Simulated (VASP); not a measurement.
Co: single point with PBE

The system is Co.

```
Co
1.0
     2.43100    0.00000    0.00000
    -1.21550    2.10531    0.00000
     0.00000    0.00000    3.93150
Co
2
Direct
  0.33333 0.66667 0.25000
  0.66667 0.33333 0.75000
```

```yaml
Program: VASP 6.6.1
Task: single point
Functional: PBE
Potentials_or_basis: VASP PAW PBE potentials, release 64 (Co)
Cutoff: 520 eV
k_mesh: 21 × 21 × 12
Occupations: gaussian, width 0.15 eV
Spin: collinear spin, ferromagnetic start
Starting_moments: "[1.86, 1.86] μB"
```

```json
{"Pressure": "18.3 GPa", "Net moment": "3.08 μB per cell", "Site moments": "Co +1.55 μB", "Valence electrons inside the program's atomic spheres": "Co 8.43"}
```

Stress tensor (GPa, compression positive):
```
18.38  0.00  0.00
 0.00 18.38  0.00
 0.00  0.00 18.13
```

Levels at points of the mesh, in eV from the Fermi level:
Spin up:
```csv
k point,band 7,band 8,band 9,band 10,band 11,band 12,band 13,band 14
"(0.00, 0.00, 0.00)",-2.32,-1.93,-1.93,-0.69,-0.69,-0.10,7.08,22.63
"(0.00, 0.00, 0.50)",-2.75,-2.75,-1.04,-1.04,-1.04,-1.04,15.93,15.93
```
Spin down:
| k point | band 5 | band 6 | band 7 | band 8 | band 9 | band 10 |
| --- | --- | --- | --- | --- | --- | --- |
| (0.00, 0.00, 0.00) | -1.11 | -0.70 | -0.70 | -0.23 | -0.23 | -0.14 |
| (0.00, 0.00, 0.50) | -1.18 | -1.18 | -1.18 | -1.18 | 0.75 | 0.75 |

Wall time 110 s on 1 thread of Intel(R) Xeon(R) 6975P-C (Granite Rapids), with other jobs on the host, peak memory 0.28 GiB.

Caveat: the cell stands under pressure.
